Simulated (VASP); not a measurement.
# Cd4Te (I4/m) in VASP: single point with PBE

Aim: the single point of Cd4Te with PBE.

Everything below comes from runs of VASP 6.6.1. Logs are shortened: lines on timing, memory, paths and dates and some standing lists are left out, and cuts for length are marked.

## Step 1: The cell of the first run

It takes space group I4/m (No. 87, tetragonal). The conventional cell has a = 7.608 Å, b = 7.608 Å, c = 4.377 Å, α = 90.00°, β = 90.00°, γ = 90.00°. Cd (site symmetry m) has 9 Cd at 3.19 to 3.50 Å and 3 Te at 3.30 to 3.37 Å within 4.2 Å. Within 4.4 Å of Te (site symmetry 4/m) lie 12 Cd at 3.30 to 3.37 Å and 2 Te at 4.38 Å.

## Step 2: Single point, PBE

INCAR reads:

```
SYSTEM = Cd4Te
PREC = Accurate ; ENCUT = 520
EDIFF = 1E-6 ; ISMEAR = 0
SIGMA = 0.1 ; LREAL = .False.
LASPH = .True. ; NELM = 100
ALGO = Fast ; ISIF = 2
LWAVE = .False. ; LCHARG = .True.
GGA = PE ; LELF = .True.
LVHAR = .True. ; NBANDS = 35
```

KPOINTS reads:

```
regular mesh
0
Gamma
  10 10 10
  0 0 0
```

POSCAR reads:

```
Cd4Te
1.0
   -3.8038689659      3.8038689659      2.1882706891
    3.8038689659     -3.8038689659      2.1882706891
    3.8038689659      3.8038689659     -2.1882706891
Cd Te
4 1
Direct
    0.6007119911      0.1910823709      0.7917943620
    0.8089176291      0.6007119911      0.4096296202
    0.3992880089      0.8089176291      0.2082056380
    0.1910823709      0.3992880089      0.5903703798
    0.0000000000      0.0000000000      0.0000000000
```

Potentials or basis: VASP PAW PBE potentials, release 64 (Cd, Te).

Launch:

```
$ cat potpaw_PBE.64/Cd/POTCAR potpaw_PBE.64/Te/POTCAR > POTCAR
$ mpirun -np 1 vasp_std > vasp.out
```

OUTCAR:

```text
SYSTEM = Cd4Te
   PREC = Accurate
   ENCUT = 520
   EDIFF = 1E-6
   ISMEAR = 0
   LREAL = .False.
   LASPH = .True.
   NELM = 100
   ISIF = 2
   GGA = PE

 ion  position               nearest neighbor table
   1  0.601  0.191  0.792-   4 3.19   2 3.19   4 3.19   2 3.19   3 3.28   3 3.28   3 3.29   5 3.30
                             5 3.30   5 3.37   4 3.50   2 3.50
   2  0.809  0.601  0.410-   1 3.19   3 3.19   1 3.19   3 3.19   4 3.28   4 3.28   4 3.29   5 3.30
                             5 3.30   5 3.37   1 3.50   3 3.50
   3  0.399  0.809  0.208-   4 3.19   2 3.19   4 3.19   2 3.19   1 3.28   1 3.28   1 3.29   5 3.30
                             5 3.30   5 3.37   4 3.50   2 3.50
   4  0.191  0.399  0.590-   1 3.19   3 3.19   1 3.19   3 3.19   2 3.28   2 3.28   2 3.29   5 3.30
                             5 3.30   5 3.37   1 3.50   3 3.50
   5  0.000  0.000  0.000-   2 3.30   4 3.30   3 3.30   2 3.30   4 3.30   1 3.30   3 3.30   1 3.30
                             1 3.37   3 3.37   2 3.37   4 3.37

  LATTYP: Found a body centered tetragonal cell.
 ALAT       =     7.6077379318
 C/A-ratio  =     0.5752749920

  Lattice vectors:

 A1 = (  -3.8038689659,   3.8038689659,   2.1882706891)
 A2 = (   3.8038689659,  -3.8038689659,   2.1882706891)
 A3 = (   3.8038689659,   3.8038689659,  -2.1882706891)

Analysis of symmetry for initial positions (statically):
=====================================================================
 Subroutine PRICEL returns:
 Original cell was already a primitive cell.

 Routine SETGRP: Setting up the symmetry group for a
 body centered tetragonal supercell.

 Subroutine GETGRP returns: Found  8 space group operations
 (whereof  8 operations were pure point group operations)
 out of a pool of 16 trial point group operations.

The static configuration has the point symmetry C_4h.

Analysis of symmetry for dynamics (positions and initial velocities):
=====================================================================
 Subroutine PRICEL returns:
 Original cell was already a primitive cell.

 Routine SETGRP: Setting up the symmetry group for a
 body centered tetragonal supercell.

 Subroutine GETGRP returns: Found  8 space group operations
 (whereof  8 operations were pure point group operations)
 out of a pool of 16 trial point group operations.

The dynamic configuration has the point symmetry C_4h.

 Subroutine INISYM returns: Found  8 space group operations
 (whereof  8 operations are pure point group operations),
 and found     1 'primitive' translations

----------------------------------------------------------------------------------------

                                     Primitive cell

  volume of cell :     126.6520

  direct lattice vectors                    reciprocal lattice vectors
    -3.803868966  3.803868966  2.188270689     0.000000000  0.131445117  0.228490928
     3.803868966 -3.803868966  2.188270689     0.131445117  0.000000000  0.228490928
     3.803868966  3.803868966 -2.188270689     0.131445117  0.131445117  0.000000000

  length of vectors
     5.807526739  5.807526739  5.807526739     0.263601826  0.263601826  0.185891467

  position of ions in fractional coordinates (direct lattice)
     0.600711991  0.191082371  0.791794362
     0.808917629  0.600711991  0.409629620
     0.399288009  0.808917629  0.208205638
     0.191082371  0.399288009  0.590370380
     0.000000000  0.000000000  0.000000000

  ion indices of the primitive-cell ions
   primitive index   ion index
                 1           1
                 2           2
                 3           3
                 4           4
                 5           5

----------------------------------------------------------------------------------------

 KPOINTS: regular mesh

Automatic generation of k-mesh.
 Grid dimensions read from file:
 generate k-points for:   10   10   10

 Generating k-lattice:

  Cartesian coordinates                     Fractional coordinates (reciprocal lattice)
     0.000000000  0.013144512  0.022849093     0.100000000  0.000000000  0.000000000
     0.013144512  0.000000000  0.022849093     0.000000000  0.100000000  0.000000000
     0.013144512  0.013144512  0.000000000     0.000000000  0.000000000  0.100000000

  Length of vectors
     0.026360183  0.026360183  0.018589147

  Shift w.r.t. Gamma in fractional coordinates (k-lattice)
     0.000000000  0.000000000  0.000000000

 Subroutine IBZKPT returns following result:
 ===========================================

 Found    144 irreducible k-points:

 Following reciprocal coordinates:
            Coordinates               Weight
  0.000000  0.000000  0.000000      1.000000
  0.100000  0.000000 -0.000000      8.000000
  0.200000  0.000000 -0.000000      8.000000
  0.300000  0.000000 -0.000000      8.000000
  0.400000  0.000000 -0.000000      8.000000
  0.500000  0.000000 -0.000000      4.000000
[... 16 lines left out ...]
  0.200000  0.200000 -0.000000      8.000000
  0.300000  0.200000 -0.000000      8.000000
 [... further k-points ...]
   k-points           NKPTS =    144   k-points in BZ     NKDIM =    144   number of bands    NBANDS=     35
   number of dos      NEDOS =    301   number of ions     NIONS =      5
   total plane-waves  NPLWV = 110592
   dimension x,y,z NGX =    48 NGY =   48 NGZ =   48
   dimension x,y,z NGXF=    96 NGYF=   96 NGZF=   96
   ions per type =               4   1
   NGX,Y,Z   is equivalent  to a cutoff of  13.74, 13.74, 13.74 a.u.
   NGXF,Y,Z  is equivalent  to a cutoff of  27.48, 27.48, 27.48 a.u.
 SYSTEM =  Cd4Te
   PREC   = accura    normal or accurate (medium, high low for compatibility)
   ISTART =      0    job   : 0-new  1-cont  2-samecut
   ICHARG =      2    charge: 1-file 2-atom 10-const
   ISPIN  =      1    spin polarized calculation?
   LNONCOLLINEAR =      F non collinear calculations
   LSORBIT =      F    spin-orbit coupling
   LASPH  =      T    aspherical Exc in radial PAW
   ENCUT  =  520.0 eV  38.22 Ry    6.18 a.u.  10.80 10.80 10.80*2*pi/ulx,y,z
   NELM   =    100;   NELMIN=  2; NELMDL= -5     # of ELM steps
   EDIFF  = 0.1E-05   stopping-criterion for ELM
   LREAL  =      F    real-space projection
   EDIFFG = 0.1E-04   stopping-criterion for IOM
   NSW    =      0    number of steps for IOM
   IBRION =     -1    ionic relax: 0-MD 1-quasi-New 2-CG
   NFREE  =      0    steps in history (QN), initial steepest desc. (CG)
   ISIF   =      2    stress and relaxation
   ISYM   =      2    0-nonsym 1-usesym 2-fastsym
   POTIM  = 0.5000    time-step for ionic-motion
   TEBEG  =    0.0;   TEEND  =   0.0 temperature during run
   PSTRESS=    0.0 pullay stress
   NELECT =      54.0000    total number of electrons
   NUPDOWN=      -1.0000    fix difference up-down
   EMIN   =  10.00;   EMAX   =-10.00  energy-range for DOS
   EFERMI =   0.00;   METHOD = LEGACY
   ISMEAR =     0;   SIGMA  =   0.10  broadening in eV -4-tet -1-fermi 0-gaus
   EFERMI_NEDOS =   21; number of points for ismear=-14 and -15
   IALGO  =     68    algorithm
   IMIX   =      4    mixing-type and parameters
     AMIX     =   0.40;   BMIX     =  1.00
     AMIX_MAG =   1.60;   BMIX_MAG =  1.00
  volume/ion in A,a.u.               =      25.33       170.94
  Fermi-wavevector in a.u.,A,eV,Ry     =   1.232165  2.328453 20.656766  1.518229
  Thomas-Fermi vector in A             =   2.366945
   LORBIT       =      0    0 simple, 1 ext, 2 COOP (PROOUT), +10 PAW based schemes
   GGA     = PE    functional components
   LHFCALC =     F    Hartree Fock is set to
   AEXX    =    0.0000 exact exchange contribution
   IVDW    =     0    specifies the selected vdW correction
   LEPSILON=     F    determine dielectric tensor
   LRPA    =     F    only Hartree local field effects (RPA)
 non-spin polarized calculation
 RMM-DIIS sequential band-by-band and
 Gauss-broadening in eV      SIGMA  =   0.10
  energy-cutoff  :      520.00
  volume of cell :      126.65
 maximum number of plane-waves:      3444
 NGX is ok and might be reduce to    48
   NGX = 21   NGY = 21   NGZ = 21

 number of electron      54.0000002 magnetization

 Free energy of the ion-electron system (eV)
  ---------------------------------------------------
  ext. energy  EPLUGINS =         0.00000000
  ---------------------------------------------------
  free energy    TOTEN  =        -5.84986965 eV

  energy without entropy =       -5.83548844  energy(sigma->0) =       -5.84267905

 E-fermi :   3.4974     XC(G=0): -10.2928

 val. band max:        3.4957967605   @ k =   0.5000   0.3000  -0.1000
 cond. band min:       3.5233745906   @ k =  -0.2000   0.3000   0.2000
 fundamental gap:      0.0275778301
 Fermi energy:         3.4973787697

 k-point     1 :       0.0000    0.0000    0.0000
  band No.  band energies     occupation
      1      -8.4361      2.00000
      2      -5.6053      2.00000
      3      -5.6021      2.00000
      4      -5.6021      2.00000
      5      -5.5714      2.00000
      6      -5.4908      2.00000
[... 27 lines left out ...]
     34       7.3452      0.00000
     35       7.7824      0.00000

 k-point     2 :       0.1000    0.0000   -0.0000
  band No.  band energies     occupation
      1      -8.3980      2.00000
      2      -5.6103      2.00000
      3      -5.6037      2.00000
      4      -5.5902      2.00000
      5      -5.5782      2.00000
      6      -5.4801      2.00000
[... 27 lines left out ...]
     34       7.5664      0.00000
     35       8.7747      0.00000

 k-point     3 :       0.2000    0.0000   -0.0000
  band No.  band energies     occupation
      1      -8.2977      2.00000
      2      -5.6304      2.00000
      3      -5.5876      2.00000
      4      -5.5569      2.00000
      5      -5.5443      2.00000
      6      -5.4835      2.00000
[... 27 lines left out ...]
     34       8.4219      0.00000
     35      10.1887      0.00000
[... 723 lines left out ...]
 k-point    23 :       0.2000    0.2000   -0.0000
  band No.  band energies     occupation
      1      -8.0851      2.00000
      2      -5.6346      2.00000
      3      -5.5623      2.00000
      4      -5.5131      2.00000
      5      -5.4909      2.00000
      6      -5.4453      2.00000
[... 27 lines left out ...]
     34       9.6595      0.00000
     35       9.8548      0.00000

 k-point    24 :       0.3000    0.2000   -0.0000
  band No.  band energies     occupation
      1      -8.0347      2.00000
      2      -5.6273      2.00000
      3      -5.5522      2.00000
      4      -5.5227      2.00000
      5      -5.5012      2.00000
      6      -5.4556      2.00000
[... 27 lines left out ...]
     34       8.8587      0.00000
     35       9.9136      0.00000

 [... further k-points ...]
[... 5 lines left out ...]
  --------------------------------------------------------------------------------------
  -------------------------------------------------------------------------------------
  Total        0.1211234      0.1211234      0.1291704     -0.0000000      0.0000000      0.0000000
  in kB        1.5322394      1.5322394      1.6340358     -0.0000001      0.0000000      0.0000000
  external PRESSURE =       1.5661715 kB  Pullay stress =       0.0000000 kB

 VOLUME and BASIS-vectors are now :
 -----------------------------------------------------------------------------
  energy-cutoff  :      520.00
  volume of cell :      126.65
      direct lattice vectors                 reciprocal lattice vectors
    -3.803868966  3.803868966  2.188270689     0.000000000  0.131445117  0.228490928
     3.803868966 -3.803868966  2.188270689     0.131445117  0.000000000  0.228490928
     3.803868966  3.803868966 -2.188270689     0.131445117  0.131445117  0.000000000

 POSITION                                       TOTAL-FORCE (eV/Angst)
 -----------------------------------------------------------------------------------
      1.45370      4.57006      0.00000         0.002192      0.001966      0.000000
      0.76619      2.35016      2.18827         0.001966     -0.002192      0.000000
      2.35016     -0.76619      2.18827        -0.002192     -0.001966     -0.000000
      3.03768      1.45370      0.00000        -0.001966      0.002192     -0.000000
      0.00000      0.00000      0.00000        -0.000000      0.000000     -0.000000
 -----------------------------------------------------------------------------------
    total drift:                                0.000000      0.000000     -0.000000

  FREE ENERGIE OF THE ION-ELECTRON SYSTEM (eV)
  ---------------------------------------------------
  free  energy   TOTEN  =        -5.8498696501 eV

  energy  without entropy=       -5.8354884439  energy(sigma->0) =       -5.84267905
```

It took 16 min on 1 thread of Intel Xeon Platinum 8259CL at 2.50GHz (Skylake/Cascade Lake), shared host; peak memory 0.68 GiB.

What came out:

* Free energy: -5.8499 eV
* Pressure: 0.2 GPa
* Band gap on the k mesh: zero (bands 27 and 28 overlap by 2.50 eV)

Forces on the atoms (eV/Å):
```
Cd   0.002  0.002  0.000
Cd   0.002 -0.002  0.000
Cd  -0.002 -0.002  0.000
Cd  -0.002  0.002  0.000
Te   0.000  0.000  0.000
```

Caveat: spin-orbit coupling is left out, which moves the levels of the heavy elements.

The gap in the log of VASP goes by the Fermi energy; the results here count the filled bands.